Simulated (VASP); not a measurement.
LuSb, 2 atoms in the cell. Symmetry: Fm-3m, No. 225, cubic system. Conventional cell: a = 5.912 Å, b = 5.912 Å, c = 5.912 Å, α = 90.00°, β = 90.00°, γ = 90.00°. Within 3.9 Å of Lu (site symmetry m-3m) lie 6 Sb at 2.96 Å. Sb (site symmetry m-3m) has 6 Lu at 2.96 Å within 3.9 Å. 

```yaml
Program: VASP 6.6.1
Task: single point
Functional: PBEsol
Potentials_or_basis: VASP PAW PBE potentials, release 64 (Lu, Sb)
Cutoff: 520 eV
k_mesh: 8 × 8 × 8
Occupations: gaussian, width 0.15 eV
Spin: no spin polarisation
Dipole_correction: no
Further_INCAR_settings: ALGO = Normal; EDIFF = 1e-06; NBANDS = 22
```

Potentials or basis: VASP PAW PBE potentials, release 64 (Lu, Sb).

The run is started by

```bash
$ cat potpaw_PBE.64/Lu/POTCAR potpaw_PBE.64/Sb/POTCAR > POTCAR
$ mpirun -np 1 vasp_std > vasp.out
```

Hardware: 1 thread of Intel Xeon 8259CL, with other jobs on the host.

Problem. How long does it take, and how much memory?

Solution. Wall time 50 s on 1 thread of Intel Xeon 8259CL (shared host), peak memory 0.2 GiB. Counts: scf iterations 13, k points 29.
